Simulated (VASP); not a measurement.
Input of a VASP 6.6.1 run:

POSCAR

```
AlN
1.0
   -3.1110021516      0.0000000000      0.0000000000
   -1.5555010758     -2.6942068945      0.0000000000
    0.0000000000      0.0000000000     15.9560000000
Al N
4 4
Direct
    0.3333333333      0.3333333333      0.5639091878
    0.3333333333      0.3333333333      0.2519262346
    0.6666666667      0.6666666667      0.0959347581
    0.6666666667      0.6666666667      0.4079177112
    0.3333333333      0.3333333333      0.0600567185
    0.3333333333      0.3333333333      0.3720396716
    0.6666666667      0.6666666667      0.2160481950
    0.6666666667      0.6666666667      0.5280311482
```

Contents of INCAR.step1:

```
PREC = Accurate ; ENCUT = 520
ISMEAR = 0 ; SIGMA = 0.05
LREAL = F ; LASPH = T
NELM = 60 ; NBANDS = 26
GGA = PE ; ALGO = Normal
EDIFF = 1E-4 ; LWAVE = T
LCHARG = F
```

File INCAR.step2:

```
PREC = Accurate ; ENCUT = 520
EDIFF = 1E-7 ; ISMEAR = 0
SIGMA = 0.05 ; LREAL = F
LASPH = T ; NELM = 60
ALGO = Normal ; ISIF = 2
LWAVE = F ; LCHARG = F
METAGGA = R2SCAN ; LMIXTAU = T
NBANDS = 26 ; ISTART = 1
```

The input KPOINTS:

```
regular mesh
0
Gamma
  8 8 3
```

Potentials or basis: VASP PAW PBE potentials, release 64 (Al, N).

Launch:

```sh
$ cat potpaw_PBE.64/Al/POTCAR potpaw_PBE.64/N/POTCAR > POTCAR
$ cp INCAR.step1 INCAR
$ mpirun -np 1 vasp_std > vasp.out
$ cp INCAR.step2 INCAR
$ mpirun -np 1 vasp_std > vasp.out
```

**Question.** Estimate the pressure.

**Answer.** -1.5 GPa.

**Question.** Estimate the band gap on the k mesh.

**Answer.** Zero (band 16 reaches 2.76 eV, above the bottom of band 17 at 2.48 eV).

**Question.** Predict the largest force.

**Answer.** 2.311 eV/Å.

Stress tensor (GPa, compression positive):
```
-1.78  0.00  0.00
 0.00 -1.78  0.00
 0.00  0.00 -0.90
```

Caveat: the PAW data sets were made with another functional, which shifts forces and pressure a little.
